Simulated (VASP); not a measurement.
# Hf (P6_3/mmc) in VASP: a series of runs

Runs on Hf. Level: LDA. Tasks: single point.

Program: VASP 6.6.1. These are calculated values, not measurements. Logs are shortened: lines on timing, memory, paths and dates and some standing lists are left out, and cuts for length are marked.

## 1. The cell of the first run

The structure is hexagonal, space group P6_3/mmc (No. 194). Conventional cell: a = 3.004 Å, b = 3.004 Å, c = 4.801 Å, α = 90.00°, β = 90.00°, γ = 120.00°. Hf (site symmetry -6m2) has 12 Hf at 2.96 to 3.00 Å within 3.9 Å.

## 2. Single point, LDA

Contents of INCAR:

```
SYSTEM = Hf
ALGO = Normal
EDIFF = 1E-7
ENCUT = 520
ISIF = 2
ISMEAR = -1
LASPH = .TRUE.
LCHARG = .TRUE.
LELF = .TRUE.
LREAL = .FALSE.
LVHAR = .TRUE.
LWAVE = .FALSE.
NBANDS = 17
NELM = 80
PREC = Accurate
SIGMA = 0.05
```

Contents of KPOINTS:

```
k-points
0
G
  18 18 10
  0 0 0
```

Contents of POSCAR:

```
Hf
1.0
    3.0036444097      0.0000000000      0.0000000000
   -1.5018222048      2.6012323627      0.0000000000
    0.0000000000      0.0000000000      4.8006874090
Hf
2
Direct
    0.3333333333      0.6666666667      0.2500000000
    0.6666666667      0.3333333333      0.7500000000
```

Potentials or basis: VASP PAW LDA potentials, release 64 (Hf_pv).

Command:

```sh
cat potpaw_LDA.64/Hf_pv/POTCAR > POTCAR
mpirun -np 1 vasp_std > vasp.out
```

OUTCAR:

```text
SYSTEM = Hf
   EDIFF = 1E-7
   ENCUT = 520
   ISIF = 2
   ISMEAR = -1
   LASPH = .TRUE.
   LREAL = .FALSE.
   NELM = 80
   PREC = Accurate

 ion  position               nearest neighbor table
   1  0.333  0.667  0.250-   2 2.96   2 2.96   2 2.96   2 2.96   2 2.96   2 2.96
   2  0.667  0.333  0.750-   1 2.96   1 2.96   1 2.96   1 2.96   1 2.96   1 2.96

  LATTYP: Found a hexagonal cell.
 ALAT       =     3.0036444097
 C/A-ratio  =     1.5982875315

  Lattice vectors:

 A1 = (   3.0036444097,   0.0000000000,   0.0000000000)
 A2 = (  -1.5018222048,   2.6012323627,   0.0000000000)
 A3 = (   0.0000000000,   0.0000000000,   4.8006874090)

Analysis of symmetry for initial positions (statically):
=====================================================================
 Subroutine PRICEL returns:
 Original cell was already a primitive cell.

 Routine SETGRP: Setting up the symmetry group for a
 hexagonal supercell.

 Subroutine GETGRP returns: Found 24 space group operations
 (whereof 12 operations were pure point group operations)
 out of a pool of 24 trial point group operations.

The static configuration has the point symmetry D_3d.
 The point group associated with its full space group is D_6h.

Analysis of symmetry for dynamics (positions and initial velocities):
=====================================================================
 Subroutine PRICEL returns:
 Original cell was already a primitive cell.

 Routine SETGRP: Setting up the symmetry group for a
 hexagonal supercell.

 Subroutine GETGRP returns: Found 24 space group operations
 (whereof 12 operations were pure point group operations)
 out of a pool of 24 trial point group operations.

The dynamic configuration has the point symmetry D_3d.
 The point group associated with its full space group is D_6h.

 Subroutine INISYM returns: Found 24 space group operations
 (whereof 12 operations are pure point group operations),
 and found     1 'primitive' translations

----------------------------------------------------------------------------------------

                                     Primitive cell

  volume of cell :      37.5086

  direct lattice vectors                    reciprocal lattice vectors
     3.003644410  0.000000000  0.000000000     0.332928890  0.192216584  0.000000000
    -1.501822205  2.601232363  0.000000000     0.000000000  0.384433169  0.000000000
     0.000000000  0.000000000  4.800687409     0.000000000  0.000000000  0.208303502
[... 76 lines left out ...]
   ISTART =      0    job   : 0-new  1-cont  2-samecut
   ICHARG =      2    charge: 1-file 2-atom 10-const
   ISPIN  =      1    spin polarized calculation?
   LNONCOLLINEAR =      F non collinear calculations
   LSORBIT =      F    spin-orbit coupling
   LASPH  =      T    aspherical Exc in radial PAW
   ENCUT  =  520.0 eV  38.22 Ry    6.18 a.u.   5.58  5.58  8.93*2*pi/ulx,y,z
   NELM   =     80;   NELMIN=  2; NELMDL= -5     # of ELM steps
   EDIFF  = 0.1E-06   stopping-criterion for ELM
   LREAL  =      F    real-space projection
   EDIFFG = 0.1E-05   stopping-criterion for IOM
   NSW    =      0    number of steps for IOM
   IBRION =     -1    ionic relax: 0-MD 1-quasi-New 2-CG
   NFREE  =      0    steps in history (QN), initial steepest desc. (CG)
   ISIF   =      2    stress and relaxation
   ISYM   =      2    0-nonsym 1-usesym 2-fastsym
   POTIM  = 0.5000    time-step for ionic-motion
   TEBEG  =    0.0;   TEEND  =   0.0 temperature during run
   PSTRESS=    0.0 pullay stress
   NELECT =      20.0000    total number of electrons
   NUPDOWN=      -1.0000    fix difference up-down
   EMIN   =  10.00;   EMAX   =-10.00  energy-range for DOS
   EFERMI =   0.00;   METHOD = LEGACY
   ISMEAR =    -1;   SIGMA  =   0.05  broadening in eV -4-tet -1-fermi 0-gaus
   EFERMI_NEDOS =   21; number of points for ismear=-14 and -15
   IALGO  =     38    algorithm
   IMIX   =      4    mixing-type and parameters
     AMIX     =   0.40;   BMIX     =  1.00
     AMIX_MAG =   1.60;   BMIX_MAG =  1.00
  volume/ion in A,a.u.               =      18.75       126.56
  Fermi-wavevector in a.u.,A,eV,Ry     =   1.327520  2.508649 23.977681  1.762310
  Thomas-Fermi vector in A             =   2.456826
   LORBIT       =      0    0 simple, 1 ext, 2 COOP (PROOUT), +10 PAW based schemes
   GGA     = CA    functional components
   LHFCALC =     F    Hartree Fock is set to
   AEXX    =    0.0000 exact exchange contribution
   IVDW    =     0    specifies the selected vdW correction
   LEPSILON=     F    determine dielectric tensor
   LRPA    =     F    only Hartree local field effects (RPA)
 non-spin polarized calculation
  energy-cutoff  :      520.00
  volume of cell :       37.51
 maximum number of plane-waves:      1033
 NGX is ok and might be reduce to    24
   NGX = 11   NGY = 11   NGZ = 17

 number of electron      19.9999997 magnetization

 Free energy of the ion-electron system (eV)
  ---------------------------------------------------
  ext. energy  EPLUGINS =         0.00000000
  ---------------------------------------------------
  free energy    TOTEN  =       -21.21269956 eV

  energy without entropy =      -21.19899845  energy(sigma->0) =      -21.20584900

 E-fermi :   6.1220     XC(G=0): -12.2983

 val. band max:        6.1163031858   @ k =   0.2778   0.2222   0.5000
 cond. band min:       6.1282235252   @ k =   0.1667   0.1667   0.4000
 fundamental gap:      0.0119203395
 Fermi energy:         6.1219892148

 k-point     1 :       0.0000    0.0000    0.0000
  band No.  band energies     occupation
      1     -24.8265      2.00000
      2     -23.5062      2.00000
      3     -23.5062      2.00000
      4     -23.2948      2.00000
      5     -23.2946      2.00000
      6     -23.2946      2.00000
[... 457 lines left out ...]
      4     -23.8865      2.00000
      5     -23.6728      2.00000
      6     -23.5412      2.00000
[... 9 lines left out ...]
     16      13.4813      0.00000
     17      14.4079      0.00000

 [... further k-points ...]
[... 5 lines left out ...]
  --------------------------------------------------------------------------------------
  -------------------------------------------------------------------------------------
  Total        3.5508933      3.5508933      3.5433775      0.0000000      0.0000000      0.0000000
  in kB      151.6760872    151.6760872    151.3550487      0.0000000      0.0000000      0.0000000
  external PRESSURE =     151.5690744 kB  Pullay stress =       0.0000000 kB

 VOLUME and BASIS-vectors are now :
 -----------------------------------------------------------------------------
  energy-cutoff  :      520.00
  volume of cell :       37.51
      direct lattice vectors                 reciprocal lattice vectors
     3.003644410  0.000000000  0.000000000     0.332928890  0.192216584  0.000000000
    -1.501822205  2.601232363  0.000000000     0.000000000  0.384433169  0.000000000
     0.000000000  0.000000000  4.800687409     0.000000000  0.000000000  0.208303502

 POSITION                                       TOTAL-FORCE (eV/Angst)
 -----------------------------------------------------------------------------------
     -0.00000      1.73415      1.20017         0.000000      0.000000      0.000000
      1.50182      0.86708      3.60052        -0.000000     -0.000000      0.000000
 -----------------------------------------------------------------------------------
    total drift:                               -0.000000      0.000000     -0.000000

  FREE ENERGIE OF THE ION-ELECTRON SYSTEM (eV)
  ---------------------------------------------------
  free  energy   TOTEN  =       -21.2126995596 eV

  energy  without entropy=      -21.1989984486  energy(sigma->0) =      -21.20584900
```

OSZICAR:

```text
N       E                     dE             d eps       ncg     rms          rms(c)
DAV:   1     0.510364755949E+02    0.51036E+02   -0.11525E+04  7580   0.115E+03
DAV:   2    -0.200847455049E+02   -0.71121E+02   -0.69287E+02  9872   0.255E+02
DAV:   3    -0.218005722756E+02   -0.17158E+01   -0.16922E+01  9388   0.268E+01
DAV:   4    -0.218116017055E+02   -0.11029E-01   -0.11024E-01  9535   0.252E+00
DAV:   5    -0.218116828334E+02   -0.81128E-04   -0.81121E-04  9327   0.192E-01    0.731E+01
DAV:   6    -0.213805811177E+02    0.43110E+00   -0.32567E-01  8841   0.377E+00    0.432E+01
DAV:   7    -0.212189235420E+02    0.16166E+00   -0.53005E-01  9063   0.465E+00    0.190E+00
DAV:   8    -0.212126351333E+02    0.62884E-02   -0.31027E-02  8767   0.122E+00    0.258E-01
DAV:   9    -0.212127027864E+02   -0.67653E-04   -0.72282E-04 10036   0.186E-01    0.154E-01
DAV:  10    -0.212127027445E+02    0.41973E-07   -0.35725E-05  8685   0.420E-02    0.196E-01
DAV:  11    -0.212126995830E+02    0.31615E-05   -0.44973E-06  9535   0.141E-02    0.127E-02
DAV:  12    -0.212126995596E+02    0.23399E-07   -0.34781E-07  8817   0.395E-03
   1 F= -.21212700E+02 E0= -.21205849E+02  d E =-.137011E-01
```

Run time: 2.3 min. Hardware: 1 thread of Intel Xeon 8259CL, shared host; peak memory 0.23 GiB.

Results:

| Quantity | Value |
| --- | --- |
| Free energy | -21.2127 eV |
| Pressure | 15.2 GPa |
| Band gap on the k mesh | zero (band 10 reaches 7.37 eV, above the bottom of band 11 at 5.77 eV) |

Caveat: spin-orbit coupling is left out, which moves the levels of the heavy elements.

## 3. Single point, LDA

This run uses another cell than the first one, of 19.35 Å³/atom, 1.032 times its volume.

Contents of INCAR:

```
SYSTEM = Hf
ALGO     = Normal         ! electronic algorithm
EDIFF    = 1E-6           ! SCF threshold, eV
ENCUT    = 520            ! plane-wave cutoff, eV
GGA      = CA             ! functional
ISIF     = 2              ! what is computed and relaxed
ISMEAR   = -1             ! smearing method
LASPH    = .True.         ! aspherical terms in the spheres
LCHARG   = .False.        ! write CHGCAR
LREAL    = .False.        ! projectors in reciprocal space
LWAVE    = .False.        ! write WAVECAR
NBANDS   = 17             ! bands
NELM     = 80             ! most SCF steps
PREC     = Accurate       ! precision mode
SIGMA    = 0.05           ! smearing width, eV
```

Contents of KPOINTS:

```
k-points
0
Gamma
  18 18 10
  0 0 0
```

Contents of POSCAR:

```
Hf
1.0
    3.0379668359      0.0000000000      0.0000000000
   -1.5189834179      2.6309564557      0.0000000000
    0.0000000000      0.0000000000      4.8419524677
Hf
2
Direct
    0.3333333333      0.6666666667      0.2500000000
    0.6666666667      0.3333333333      0.7500000000
```

Potentials or basis: VASP PAW LDA potentials, release 64 (Hf_pv).

Command:

```sh
cat potpaw_LDA.64/Hf_pv/POTCAR > POTCAR
mpirun -np 1 vasp_std > vasp.out
```

It took 2.3 min on 1 thread of Intel Xeon 8259CL, shared host; peak memory 0.24 GiB.

The run converged. Its results:

- Free energy: -21.3066 eV
- Pressure: 10.1 GPa
- Band gap on the k mesh: zero (band 10 reaches 7.03 eV, above the bottom of band 11 at 5.54 eV)

Levels at points of the mesh, in eV from the Fermi level:
```tsv
k point	band 8	band 9	band 10	band 11	band 12	band 13
(0.00, 0.00, 0.00)	-4.20	1.13	1.13	1.35	1.37	2.10
(0.50, 0.00, 0.00)	-3.35	-2.74	-0.35	0.71	1.02	1.90
(0.00, 0.00, 0.50)	-5.56	0.06	0.06	1.02	1.02	1.02
(0.50, 0.00, 0.50)	-3.91	-1.34	-1.34	1.88	1.88	2.94
```

Caveat: spin-orbit coupling is left out, which moves the levels of the heavy elements.

## 4. Single point, LDA

This run uses another cell than the first one, of 19.75 Å³/atom, 1.053 times its volume.

Contents of INCAR:

```
SYSTEM = Hf
PREC = Accurate ; ENCUT = 520
EDIFF = 1E-6 ; ISMEAR = -1
SIGMA = 0.05 ; LREAL = .False.
LASPH = .True. ; NELM = 100
ALGO = Normal ; ISIF = 2
LWAVE = .False. ; LCHARG = .False.
NBANDS = 17
```

Contents of KPOINTS:

```
regular mesh
0
Gamma
  18 18 10
  0 0 0
```

Contents of POSCAR:

```
Hf
1.0
    3.0600259657      0.0000000000      0.0000000000
   -1.5300129828      2.6500602225      0.0000000000
    0.0000000000      0.0000000000      4.8704359428
Hf
2
Direct
    0.3333333333      0.6666666667      0.2500000000
    0.6666666667      0.3333333333      0.7500000000
```

Command:

```sh
cat potpaw_LDA.64/Hf_pv/POTCAR > POTCAR
mpirun -np 1 vasp_std > vasp.out
```

It took 2.3 min on 1 thread of Intel Xeon 8259CL, shared host; peak memory 0.24 GiB.

The run converged. Its results:

| Item | Value |
| --- | --- |
| Free energy | -21.3495 eV |
| Pressure | 7.1 GPa |
| Band gap on the k mesh | zero (band 10 reaches 6.85 eV, above the bottom of band 11 at 5.39 eV) |

Levels at points of the mesh, in eV from the Fermi level:
```
           k point  band 6  band 7  band 8  band 9  band 10  band 11  band 12  band 13  band 14  band 15
(0.00, 0.00, 0.00)  -29.60   -7.72   -4.13    1.13     1.13     1.26     1.38     2.07     2.07     2.85
(0.50, 0.00, 0.00)  -29.74   -3.54   -3.26   -2.67    -0.41     0.71     1.00     1.86     6.71     7.31
(0.00, 0.00, 0.50)  -29.70   -5.53   -5.53    0.07     0.07     1.02     1.02     1.02     1.02     5.35
(0.50, 0.00, 0.50)  -29.90   -3.83   -3.83   -1.29    -1.29     1.78     1.78     2.88     2.88     6.90
```

Caveat: spin-orbit coupling is left out, which moves the levels of the heavy elements.

## 5. Single point, LDA

This run uses another cell than the first one, of 20.18 Å³/atom, 1.076 times its volume.

Contents of INCAR:

```
SYSTEM = Hf
PREC = Accurate
ENCUT = 520
EDIFF = 1E-6
ISMEAR = -1
SIGMA = 0.05
LREAL = .FALSE.
LASPH = .TRUE.
NELM = 80
ALGO = Normal
ISIF = 2
LWAVE = .FALSE.
LCHARG = .FALSE.
GGA = CA
NBANDS = 17
```

Contents of KPOINTS:

```
regular mesh
0
G
  18 18 10
  0 0 0
```

Contents of POSCAR:

```
Hf
1.0
    3.0837460728      0.0000000000      0.0000000000
   -1.5418730364      2.6706024379      0.0000000000
    0.0000000000      0.0000000000      4.9006986950
Hf
2
Direct
    0.3333333333      0.6666666667      0.2500000000
    0.6666666667      0.3333333333      0.7500000000
```

Command:

```sh
cat potpaw_LDA.64/Hf_pv/POTCAR > POTCAR
mpirun -np 1 vasp_std > vasp.out
```

Run time: 2.3 min. Hardware: 1 thread of Intel Xeon 8259CL, shared host; peak memory 0.24 GiB.

The run converged. Its results:

| Item | Value |
| --- | --- |
| Free energy | -21.3799 eV |
| Pressure | 4.1 GPa |
| Band gap on the k mesh | zero (band 10 reaches 6.68 eV, above the bottom of band 11 at 5.23 eV) |

Levels at points of the mesh, in eV from the Fermi level:
| k point | band 7 | band 8 | band 9 | band 10 | band 11 | band 12 | band 13 | band 14 |
| --- | --- | --- | --- | --- | --- | --- | --- | --- |
| (0.00, 0.00, 0.00) | -7.66 | -4.05 | 1.13 | 1.13 | 1.17 | 1.39 | 2.05 | 2.05 |
| (0.50, 0.00, 0.00) | -3.51 | -3.17 | -2.59 | -0.48 | 0.71 | 0.98 | 1.83 | 6.54 |
| (0.00, 0.00, 0.50) | -5.50 | -5.50 | 0.08 | 0.08 | 1.01 | 1.01 | 1.01 | 1.01 |
| (0.50, 0.00, 0.50) | -3.75 | -3.75 | -1.23 | -1.23 | 1.68 | 1.68 | 2.83 | 2.83 |

Caveat: spin-orbit coupling is left out, which moves the levels of the heavy elements.

## 6. Overview

```tsv
cell	gap on the mesh (eV)	pressure (GPa)
a = 3.004, b = 3.004, c = 4.801 Å, angles 90.0, 90.0, 120.0°, 2 atoms	none	15.2
a = 3.038, b = 3.038, c = 4.842 Å, angles 90.0, 90.0, 120.0°, 2 atoms	none	10.1
a = 3.060, b = 3.060, c = 4.870 Å, angles 90.0, 90.0, 120.0°, 2 atoms	none	7.1
a = 3.084, b = 3.084, c = 4.901 Å, angles 90.0, 90.0, 120.0°, 2 atoms	none	4.1
```

Alike in all rows: task single point; level LDA; potentials or basis VASP PAW LDA potentials, release 64 (Hf_pv); no spin polarisation; k mesh 18 × 18 × 10; cutoff (eV) 520; smearing fermi-dirac 0.05 eV.

Caveats: spin-orbit coupling is left out, which moves the levels of the heavy elements.

Total energies depend on the potentials used, so only differences within one code and one set of settings carry meaning.
